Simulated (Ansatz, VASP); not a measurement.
# Sn2O: VASP beside Ansatz

```xyz
6
Lattice="5.1134 0.0000 0.0000 0.0000 5.1134 0.0000 0.0000 0.0000 5.1134" Properties=species:S:1:pos:R:3 pbc="T T T"
Sn    1.2784    1.2784    1.2784
Sn    3.8351    3.8351    1.2784
Sn    1.2784    3.8351    3.8351
Sn    3.8351    1.2784    3.8351
O     0.0000    0.0000    0.0000
O     2.5567    2.5567    2.5567
```

Alike in both runs: functional PBEsol; k mesh 8 × 8 × 8; occupations gaussian, width 0.1 eV; no spin polarisation.

Ansatz relaxed the structure, and its values are those at the end. VASP's run is a single point on that final structure, the one shown.

|  | VASP | Ansatz |
| --- | --- | --- |
| version | VASP 6.6.1 | Ansatz 0.2.0 |
| potentials or method | VASP PAW PBE potentials, release 64 (Sn_d, O), cutoff 520 eV | scalar-relativistic, plane waves, PAW |
| valence electrons in the cell | 68 | 68 |

Ansatz gave:

```
gap on the k mesh at the Fermi level (eV) : none
pressure (GPa)                            : 0.0
```

Estimate VASP's values.

gap on the k mesh at the Fermi level (eV): none; pressure (GPa): 0.1.

VASP's potentials were made for PBE, not for PBEsol. A gap of «none» marks a metal or a gap that the smearing closes. The functional is the same, so the differences come from potentials, cutoffs and numerics.
